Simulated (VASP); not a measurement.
# LiCaO3 (P6_3/mmc) in VASP: notebook, part 3 of 3

VASP 6.6.1.

## 4. Single point, PBE, collinear spin, ferromagnetic start

This run uses another cell than the first one, of 10.46 Å³/atom.

File INCAR:

```
SYSTEM = LiCaO3
PREC     = Accurate       ! precision mode
ENCUT    = 520            ! plane-wave cutoff, eV
EDIFF    = 1E-6           ! SCF threshold, eV
ISMEAR   = 0              ! smearing method
SIGMA    = 0.1            ! smearing width, eV
LREAL    = .False.        ! projectors in reciprocal space
LASPH    = .True.         ! aspherical terms in the spheres
NELM     = 150            ! most SCF steps
ALGO     = Normal         ! electronic algorithm
ISIF     = 2              ! what is computed and relaxed
LWAVE    = .False.        ! write WAVECAR
LCHARG   = .False.        ! write CHGCAR
ISPIN    = 2              ! spin polarisation
MAGMOM   = 0 0 0 0 1 1 1 1 1 1 ! initial moments
LORBIT   = 11             ! projections on sites
GGA      = PE             ! functional
NBANDS   = 46             ! bands
```

File KPOINTS:

```
regular mesh
0
Gamma
  6 6 4
  0 0 0
```

File POSCAR:

```
LiCaO3
1.0
    5.1106937088      0.0000000000      0.0000000000
   -2.5553468544      4.4259905828      0.0000000000
    0.0000000000      0.0000000000      4.6227805329
Li Ca O
2 2 6
Direct
    0.0000000000      0.0000000000      0.0000000000
    0.0000000000      0.0000000000      0.5000000000
    0.3333333333      0.6666666667      0.7500000000
    0.6666666667      0.3333333333      0.2500000000
    0.8152017322      0.6304034644      0.7500000000
    0.3695965356      0.1847982678      0.7500000000
    0.8152017322      0.1847982678      0.7500000000
    0.1847982678      0.3695965356      0.2500000000
    0.6304034644      0.8152017322      0.2500000000
    0.1847982678      0.8152017322      0.2500000000
```

Potentials or basis: VASP PAW PBE potentials, release 64 (Li_sv, Ca_sv, O).

Run with:

```sh
cat potpaw_PBE.64/Li_sv/POTCAR potpaw_PBE.64/Ca_sv/POTCAR potpaw_PBE.64/O/POTCAR > POTCAR
mpirun -np 1 vasp_std > vasp.out
```

OUTCAR:

```text
SYSTEM = LiCaO3
   PREC = Accurate
   ENCUT = 520
   EDIFF = 1E-6
   ISMEAR = 0
   LREAL = .False.
   LASPH = .True.
   NELM = 150
   ISIF = 2
   ISPIN = 2
   LORBIT = 11
   GGA = PE

 ion  position               nearest neighbor table
   1  0.000  0.000  0.000-   7 2.00  10 2.00   9 2.00   6 2.00   5 2.00   8 2.00   2 2.31   2 2.31

   2  0.000  0.000  0.500-   7 2.00  10 2.00   9 2.00   6 2.00   5 2.00   8 2.00   1 2.31   1 2.31

   3  0.333  0.667  0.750-   5 2.56   6 2.56   7 2.56   7 2.56   5 2.56   6 2.56
   4  0.667  0.333  0.250-   8 2.56   9 2.56  10 2.56  10 2.56   8 2.56   9 2.56
   5  0.815  0.630  0.750-   1 2.00   2 2.00   3 2.56   3 2.56
   6  0.370  0.185  0.750-   1 2.00   2 2.00   3 2.56   3 2.56
   7  0.815  0.185  0.750-   1 2.00   2 2.00   3 2.56   3 2.56
   8  0.185  0.370  0.250-   1 2.00   2 2.00   4 2.56   4 2.56
   9  0.630  0.815  0.250-   1 2.00   2 2.00   4 2.56   4 2.56
  10  0.185  0.815  0.250-   1 2.00   2 2.00   4 2.56   4 2.56

  LATTYP: Found a hexagonal cell.
 ALAT       =     5.1106937088
 C/A-ratio  =     0.9045309299

  Lattice vectors:

 A1 = (   5.1106937088,   0.0000000000,   0.0000000000)
 A2 = (  -2.5553468544,   4.4259905828,   0.0000000000)
 A3 = (   0.0000000000,   0.0000000000,   4.6227805329)

Analysis of symmetry for initial positions (statically):
=====================================================================
 Subroutine PRICEL returns:
 Original cell was already a primitive cell.

 Routine SETGRP: Setting up the symmetry group for a
 hexagonal supercell.

 Subroutine GETGRP returns: Found 24 space group operations
 (whereof 12 operations were pure point group operations)
 out of a pool of 24 trial point group operations.

The static configuration has the point symmetry D_3d.
 The point group associated with its full space group is D_6h.

Analysis of symmetry for dynamics (positions and initial velocities):
=====================================================================
 Subroutine PRICEL returns:
 Original cell was already a primitive cell.

 Routine SETGRP: Setting up the symmetry group for a
 hexagonal supercell.

 Subroutine GETGRP returns: Found 24 space group operations
 (whereof 12 operations were pure point group operations)
 out of a pool of 24 trial point group operations.

The dynamic configuration has the point symmetry D_3d.
 The point group associated with its full space group is D_6h.

Analysis of structural, dynamic, and magnetic symmetry:
=====================================================================
 Subroutine PRICEL returns:
 Original cell was already a primitive cell.

 Routine SETGRP: Setting up the symmetry group for a
 hexagonal supercell.

 Subroutine GETGRP returns: Found 24 space group operations
 (whereof 12 operations were pure point group operations)
 out of a pool of 24 trial point group operations.

The overall configuration has the point symmetry D_3d.
 The point group associated with its full space group is D_6h.

 Subroutine INISYM returns: Found 24 space group operations
 (whereof 12 operations are pure point group operations),
 and found     1 'primitive' translations

----------------------------------------------------------------------------------------
[... 122 lines left out ...]
   IALGO  =     38    algorithm
   IMIX   =      4    mixing-type and parameters
     AMIX     =   0.40;   BMIX     =  1.00
     AMIX_MAG =   1.60;   BMIX_MAG =  1.00
  volume/ion in A,a.u.               =      10.46        70.57
  Fermi-wavevector in a.u.,A,eV,Ry     =   1.375332  2.599000 25.735935  1.891538
  Thomas-Fermi vector in A             =   2.500677
   LORBIT       =     11    0 simple, 1 ext, 2 COOP (PROOUT), +10 PAW based schemes
   GGA     = PE    functional components
   LHFCALC =     F    Hartree Fock is set to
   AEXX    =    0.0000 exact exchange contribution
   IVDW    =     0    specifies the selected vdW correction
   LEPSILON=     F    determine dielectric tensor
   LRPA    =     F    only Hartree local field effects (RPA)
 spin polarized calculation
 Gauss-broadening in eV      SIGMA  =   0.10
  energy-cutoff  :      520.00
  volume of cell :      104.57
 maximum number of plane-waves:      2862
 NGX is ok and might be reduce to    40
   NGX = 19   NGY = 19   NGZ = 17

 number of electron      62.0000002 magnetization       6.0000000

 Free energy of the ion-electron system (eV)
  ---------------------------------------------------
  ext. energy  EPLUGINS =         0.00000000
  ---------------------------------------------------
  free energy    TOTEN  =       -50.02805984 eV

  energy without entropy =      -50.00852728  energy(sigma->0) =      -50.01829356

 E-fermi :   2.1525     XC(G=0): -10.6868

 val. band max:        2.1357662038   @ k =   0.1667   0.1667   0.2500
 cond. band min:       2.1731594176   @ k =   0.1667   0.0000   0.2500
 fundamental gap:      0.0373932139
 Fermi energy:         2.1525210620

 spin component 1

 k-point     1 :       0.0000    0.0000    0.0000
  band No.  band energies     occupation
      1     -40.9409      1.00000
      2     -40.8233      1.00000
      3     -36.0801      1.00000
      4     -36.0488      1.00000
      5     -17.2143      1.00000
      6     -17.2143      1.00000
[... 955 lines left out ...]
     42      10.2304      0.00000
     43      10.3690      0.00000
 Fermi energy:         2.1525210620

 spin component 2

 k-point     1 :       0.0000    0.0000    0.0000
  band No.  band energies     occupation
      1     -40.9277      1.00000
      2     -40.8135      1.00000
      3     -36.0958      1.00000
      4     -36.0651      1.00000
      5     -17.2095      1.00000
      6     -17.2095      1.00000
[... 955 lines left out ...]
     42      10.3641      0.00000
     43      10.5525      0.00000
 [bands above 43 left out]

------------------------ aborting loop because EDIFF is reached ----------------------------------------

  FORCE on cell =-STRESS in cart. coord.  units (eV):
  Direction    XX          YY          ZZ          XY          YZ          ZX
  --------------------------------------------------------------------------------------
  -------------------------------------------------------------------------------------
  Total        0.1476888      0.1476888      0.2388169      0.0000000     -0.0000000     -0.0000000
  in kB        2.2628949      2.2628949      3.6591646      0.0000000     -0.0000000     -0.0000000
  external PRESSURE =       2.7283182 kB  Pullay stress =       0.0000000 kB

 VOLUME and BASIS-vectors are now :
 -----------------------------------------------------------------------------
  energy-cutoff  :      520.00
  volume of cell :      104.57
      direct lattice vectors                 reciprocal lattice vectors
     5.110693709  0.000000000  0.000000000     0.195668153  0.112969061  0.000000000
    -2.555346854  4.425990583  0.000000000     0.000000000  0.225938122  0.000000000
     0.000000000  0.000000000  4.622780533     0.000000000  0.000000000  0.216320025

 POSITION                                       TOTAL-FORCE (eV/Angst)
 -----------------------------------------------------------------------------------
      0.00000      0.00000      0.00000        -0.000000      0.000000      0.000000
      0.00000      0.00000      2.31139        -0.000000      0.000000      0.000000
     -0.00000      2.95066      3.46709        -0.000000      0.000000      0.000000
      2.55535      1.47533      1.15570        -0.000000      0.000000     -0.000000
      2.55535      2.79016      3.46709        -0.000000     -0.008701      0.000000
      1.41667      0.81792      3.46709         0.007535      0.004351      0.000000
      3.69402      0.81792      3.46709        -0.007535      0.004351      0.000000
     -0.00000      1.63583      1.15570        -0.000000      0.008701     -0.000000
      1.13868      3.60808      1.15570        -0.007535     -0.004351     -0.000000
     -1.13868      3.60808      1.15570         0.007535     -0.004351     -0.000000
 -----------------------------------------------------------------------------------
    total drift:                               -0.000000      0.000000     -0.000000

  FREE ENERGIE OF THE ION-ELECTRON SYSTEM (eV)
  ---------------------------------------------------
  free  energy   TOTEN  =       -50.0280598439 eV

  energy  without entropy=      -50.0085272831  energy(sigma->0) =      -50.01829356

 total charge

# of ion       s       p       d       tot
------------------------------------------
    1        2.032   0.075   0.000   2.108
    2        2.032   0.075   0.000   2.108
    3        2.019   5.858   0.212   8.089
    4        2.019   5.858   0.212   8.089
    5        1.592   3.238   0.000   4.829
    6        1.592   3.238   0.000   4.829
    7        1.592   3.238   0.000   4.829
    8        1.592   3.238   0.000   4.829
    9        1.592   3.238   0.000   4.829
   10        1.592   3.238   0.000   4.829
--------------------------------------------------
tot         17.651  31.293   0.423  49.368

 magnetization (x)

# of ion       s       p       d       tot
------------------------------------------
    1        0.001   0.005   0.000   0.006
    2        0.001   0.005   0.000   0.006
    3       -0.004  -0.003  -0.011  -0.017
    4       -0.004  -0.003  -0.011  -0.017
    5        0.017   0.835   0.000   0.851
    6        0.017   0.835   0.000   0.851
    7        0.017   0.835   0.000   0.851
    8        0.017   0.835   0.000   0.851
    9        0.017   0.835   0.000   0.851
   10        0.017   0.835   0.000   0.851
--------------------------------------------------
tot          0.094   5.014  -0.021   5.087
```

Wall time 3 min (1 thread of Intel Xeon Platinum 8259CL at 2.50GHz (Skylake/Cascade Lake), shared host); peak memory 0.36 GiB.

What came out:

* Free energy: -50.0281 eV
* Largest force: 0.009 eV/Å
* Band gap on the k mesh: zero (filled and empty bands overlap)
* Net moment: 6.00 μB per cell
* Site moments: Li +0.01; Ca -0.02; O +0.85 μB
* Valence electrons inside the program's atomic spheres: Li 2.11; Ca 8.09; O 4.83

Forces on the atoms (eV/Å):
```
Li   0.000  0.000  0.000
Li   0.000  0.000  0.000
Ca   0.000  0.000  0.000
Ca   0.000  0.000  0.000
O    0.000 -0.009  0.000
O    0.008  0.004  0.000
O   -0.008  0.004  0.000
O    0.000  0.009  0.000
O   -0.008 -0.004  0.000
O    0.008 -0.004  0.000
```

Caveat: the cutoff is under 1.25 times the usual one of these potentials, so pressure, stress and relaxed cells hold a basis-set (Pulay) error.

## 5. The runs side by side

| spin | cell | k mesh | cutoff (eV) | gap on the mesh (eV) | moment (μB) | largest force (eV/Å) |
| --- | --- | --- | --- | --- | --- | --- |
| off | a = 5.884, b = 5.884, c = 4.942 Å, angles 90.0, 90.0, 120.0°, 10 atoms, atomic positions A | 3 × 3 × 4 | 750 | none | - | 0.27 |
| collinear, ferromagnetic start | a = 5.884, b = 5.884, c = 4.942 Å, angles 90.0, 90.0, 120.0°, 10 atoms, atomic positions A | 3 × 3 × 4 | 520 | none | 6.00 | 0.11 |
| collinear, ferromagnetic start | a = 5.111, b = 5.111, c = 4.623 Å, angles 90.0, 90.0, 120.0°, 10 atoms, atomic positions B | 6 × 6 × 4 | 520 | none | 6.00 | 0.01 |

Alike in all rows: task single point; level PBE; potentials or basis VASP PAW PBE potentials, release 64 (Li_sv, Ca_sv, O); smearing gaussian 0.1 eV.

Caveats: some runs use coarse meshes; the cutoff is under 1.25 times the usual one of these potentials, so pressure, stress and relaxed cells hold a basis-set (Pulay) error (at least some runs).

Absolute energies hang on the potentials; compare differences alone.
